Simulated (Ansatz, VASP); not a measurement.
## One calculation of Sn, two programs

```xyz
2
Lattice="0.0000 3.2333 3.2333 3.2333 0.0000 3.2333 3.2333 3.2333 0.0000" Properties=species:S:1:pos:R:3 pbc="T T T"
Sn    1.6167    1.6167    1.6167
Sn    6.4667    6.4667    6.4667
```

Alike in both runs: task electric field gradients; functional RPBE; dispersion D4; k mesh 7 × 7 × 7; occupations gaussian, width 0.05 eV; collinear spin; fixed moment 1 μB.

|  | VASP | Ansatz |
| --- | --- | --- |
| version | VASP 6.6.1 | Ansatz 0.2.0 |
| potentials or method | VASP PAW PBE potentials, release 64 (Sn_d), cutoff 400 eV | all-electron PAW datasets made for the crystal |

Ansatz gave:

```
pressure (GPa)                                                : 4.4
size of the moment on the site where the two differ most (μB) : 0.20
```

What did VASP give for the same quantities?

Pressure (GPa): 4.4; size of the moment on the site where the two differ most (μB): 0.28.

VASP's potentials were made for PBE, not for RPBE. Site moments also hang on the region over which each program counts them. Ansatz ran all-electron here, and VASP with PAW potentials.
